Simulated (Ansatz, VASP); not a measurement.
# SiC: VASP beside Ansatz

File INCAR:

```
ALGO     = Normal         # electronic algorithm
EDIFF    = 1E-6           # SCF threshold, eV
ENCUT    = 600            # plane-wave cutoff, eV
GGA      = PE             # functional
GGA_COMPAT= F            
ISIF     = 2              # what is computed and relaxed
ISMEAR   = -1             # smearing method
LASPH    = T              # aspherical terms in the spheres
LCHARG   = F              # write CHGCAR
LREAL    = F              # projectors in reciprocal space
LWAVE    = F              # write WAVECAR
NBANDS   = 11             # bands
NELM     = 120            # most SCF steps
PREC     = Accurate       # precision mode
SIGMA    = 0.08           # smearing width, eV
```

Contents of KPOINTS:

```
k-points
0
Gamma
  14 14 14
```

Contents of POSCAR:

```
SiC
1.0
    2.2757405122      0.0000000000      0.0000000000
    0.0000000000      2.2757405122      0.0000000000
    0.0000000000      0.0000000000      2.2757405122
Si C
1 1
Direct
    0.0000000000      0.0000000000      0.0000000000
    0.5000000000      0.5000000000      0.5000000000
```

Input for Ansatz:

```yaml
crystal:
  lattice:
    - [2.2757405122, 0.0, 0.0]
    - [0.0, 2.2757405122, 0.0]
    - [0.0, 0.0, 2.2757405122]
  atoms:
    - { symbol: Si, position: [0.0, 0.0, 0.0] }
    - { symbol: C, position: [0.5, 0.5, 0.5] }
kpoints:
  mp_grid: { grid: [14, 14, 14] }
scf:
  occupations: { method: fermi_dirac, width: 0.08 }
hamiltonian:
  xc: pbe
  pseudopotentials: { kind: all_electron, lapw: { basis_error: 0.001 } }
output:
  forces: true
  stress: true
  eigenvalues: true
  populations: true
```

Change from the starting cell: volume scaled by 0.64, LAPW.

Alike in both runs: task single point; functional PBE; k mesh 14 × 14 × 14; occupations fermi-dirac, width 0.08 eV; no spin polarisation.

|  | VASP | Ansatz |
| --- | --- | --- |
| version | VASP 6.6.1 | Ansatz 0.2.0 |
| potentials or method | VASP PAW PBE potentials, release 64 (Si, C), cutoff 600 eV | all-electron LAPW, scalar-relativistic |

|  | VASP | Ansatz | Ansatz less VASP |
| --- | --- | --- | --- |
| pressure (GPa) | 201.4 | 201.7 | +0.28 |

Both programs put the cell under a high pressure, so it lies far from rest at this level. Ansatz ran all-electron here, and VASP with PAW potentials.

Noted on VASP's run: the cell as given lies far from equilibrium.
